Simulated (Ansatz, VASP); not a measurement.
## SnSe: VASP beside Ansatz

```xyz
4
Lattice="4.1899 0.0000 0.0000 0.0000 4.1899 0.0000 0.0000 0.0000 10.9796" Properties=species:S:1:pos:R:3 pbc="T T T"
Sn    2.0949    0.0000    4.2021
Sn    0.0000    2.0949    6.8275
Se    2.0949    0.0000    6.8269
Se    0.0000    2.0949    4.1527
```

Alike in both runs: task single point; functional LDA; k mesh 6 × 6 × 4; occupations gaussian, width 0.05 eV; no spin polarisation.

|  | VASP | Ansatz |
| --- | --- | --- |
| version | VASP 6.6.1 | Ansatz 0.2.0 |
| potentials or method | VASP PAW LDA potentials, release 64 (Sn_d, Se), cutoff 500 eV | scalar-relativistic, plane waves, PAW |
| valence electrons in the cell | 40 | 60 |

Ansatz gave:

- gap on the k mesh at the Fermi level (eV): 1.45
- least direct gap on the mesh (eV): 1.48
- rms of the force components (eV/Å): 0.135

Estimate VASP's values.

gap on the k mesh at the Fermi level (eV): 1.43; least direct gap on the mesh (eV): 1.46; rms of the force components (eV/Å): 0.145.

LDA's correlation is that of Perdew and Zunger in VASP and of Perdew and Wang (1992) in Ansatz. Atom by atom the forces differ by 0.015 eV/Å (rms over components). VASP's potentials hold 40 valence electrons a cell and Ansatz's 60, so a difference there can come from the potentials and not from the codes.
